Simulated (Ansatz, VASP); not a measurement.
# MgB2 in VASP and in Ansatz

The input INCAR:

```
SYSTEM = MgB2
ALGO = Normal
EDIFF = 1E-7
ENCUT = 520
GGA = PS
ISIF = 2
ISMEAR = 0
LASPH = .TRUE.
LCHARG = .FALSE.
LREAL = .FALSE.
LWAVE = .FALSE.
NBANDS = 11
NELM = 100
PREC = Accurate
SIGMA = 0.1
```

Contents of KPOINTS:

```
k-points
0
G
  14 14 10
  0 0 0
```

The input POSCAR:

```
MgB2
1.0
    3.0174391901      0.0043807010      0.0364030083
   -1.5049257967      2.6153702124      0.0364078186
    0.0415714000      0.0720101200      3.7658051600
Mg B
1 2
Direct
    0.0169198430      0.0169198430     -0.0186702332
    0.3268518907      0.6562282663      0.5093351166
    0.6562282663      0.3268518907      0.5093351166
```

Input for Ansatz:

```yaml
crystal:
  lattice:
    - [3.0174391901, 0.004380701, 0.0364030083]
    - [-1.5049257967, 2.6153702124, 0.0364078186]
    - [0.0415714, 0.07201012, 3.76580516]
  atoms:
    - { symbol: Mg, position: [0.016919843, 0.016919843, -0.0186702332] }
    - { symbol: B, position: [0.3268518907, 0.6562282663, 0.5093351166] }
    - { symbol: B, position: [0.6562282663, 0.3268518907, 0.5093351166] }
basis:
  ecutwfc: 420
kpoints:
  mp_grid: { grid: [14, 14, 10] }
hamiltonian:
  xc: pbesol
scf:
  occupations: { method: gaussian, width: 0.1 }
output:
  forces: true
  stress: true
  eigenvalues: true
```

Alike in both runs: task single point; functional PBEsol; k mesh 14 × 14 × 10; occupations gaussian, width 0.1 eV; no spin polarisation.

|  | VASP | Ansatz |
| --- | --- | --- |
| version | VASP 6.6.1 | Ansatz 0.2.0 |
| potentials or method | VASP PAW PBE potentials, release 64 (Mg, B), cutoff 520 eV | scalar-relativistic, plane waves, PAW |
| valence electrons in the cell | 8 | 16 |

Ansatz gave:

* gap on the k mesh at the Fermi level (eV): none
* pressure (GPa): -1.3
* traceless stress, the component that is largest in VASP (GPa): -15.48
* rms of the force components (eV/Å): 0.312

**Question.** Estimate VASP's values.

**Answer.** gap on the k mesh at the Fermi level (eV): none; pressure (GPa): -1.3; traceless stress, the component that is largest in VASP (GPa): -15.68; rms of the force components (eV/Å): 0.314.

VASP's potentials were made for PBE, not for PBEsol. Atom by atom the forces differ by 0.003 eV/Å (rms over components). A gap of «none» marks a metal or a gap that the smearing closes. VASP's potentials hold 8 valence electrons a cell and Ansatz's 16, so a difference there can come from the potentials and not from the codes. Ansatz's warnings: structure snapped to symmetry.
